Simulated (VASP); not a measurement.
A run of VASP 6.6.1:

File INCAR:

```
SYSTEM = Co
  ALGO = Normal
  EDIFF = 1E-6
  ENCUT = 520
  GGA = PE
  ISIF = 2
  ISMEAR = 0
  ISPIN = 2
  LASPH = .TRUE.
  LCHARG = .FALSE.
  LDAU = .TRUE.
  LDAUJ = 0
  LDAUL = 2
  LDAUPRINT = 1
  LDAUTYPE = 2
  LDAUU = 7
  LMAXMIX = 4
  LORBIT = 11
  LREAL = .FALSE.
  LWAVE = .FALSE.
  MAGMOM = 2 2
  NBANDS = 20
  NELM = 150
  PREC = Accurate
  SIGMA = 0.01
```

File KPOINTS:

```
k-points
0
G
  12 12 7
  0 0 0
```

POSCAR

```
Co
1.0
    2.6935824426      0.0000000000      0.0000000000
   -1.3467912213      2.3327108225      0.0000000000
    0.0000000000      0.0000000000      4.6276165008
Co
2
Direct
    0.6666666667      0.3333333333      0.7500000000
    0.3333333333      0.6666666667      0.2500000000
```

Potentials or basis: VASP PAW PBE potentials, release 64 (Co).

Launch:

```bash
$ cat potpaw_PBE.64/Co/POTCAR > POTCAR
$ mpirun -np 1 vasp_std > vasp.out
```

Hardware: 1 thread of Intel(R) Xeon(R) Platinum 8259CL CPU @ 2.50GHz (Skylake/Cascade Lake) (shared host).

Problem. Estimate the wall time of this run.

Solution. It took 91 s on 1 thread of Intel(R) Xeon(R) Platinum 8259CL CPU @ 2.50GHz (Skylake/Cascade Lake), with other jobs on the host, peak memory 0.19 GiB. Counts: scf iterations 19, k points 76.
